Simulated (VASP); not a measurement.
Here is a VASP 6.6.1 calculation.

INCAR

```
SYSTEM = P
  ALGO = Normal
  EDIFF = 1E-6
  ENCUT = 500
  GGA = PE
  GGA_COMPAT = .FALSE.
  ISIF = 2
  ISMEAR = 0
  LASPH = .TRUE.
  LCHARG = .TRUE.
  LELF = .TRUE.
  LREAL = .FALSE.
  LVHAR = .TRUE.
  LWAVE = .FALSE.
  NBANDS = 8
  NELM = 120
  PREC = Accurate
  SIGMA = 0.1
```

KPOINTS

```
k-points
0
G
  8 8 8
  0 0 0
```

POSCAR

```
P
1.0
    0.0000000000      2.0342781400      2.0342781400
    2.0342781400      0.0000000000      2.0342781400
    2.0342781400      2.0342781400      0.0000000000
P
1
Direct
    0.0000000000      0.0000000000      0.0000000000
```

Potentials or basis: VASP PAW PBE potentials, release 64 (P).

Launch:

```bash
$ cat potpaw_PBE.64/P/POTCAR > POTCAR
$ mpirun -np 1 vasp_std > vasp.out
```

(1) Predict the pressure.

Results:

(1) -8.3 GPa.

Caveat: the cell differs from its parent crystal (N replaced by P, lengths x 1.304, strained).
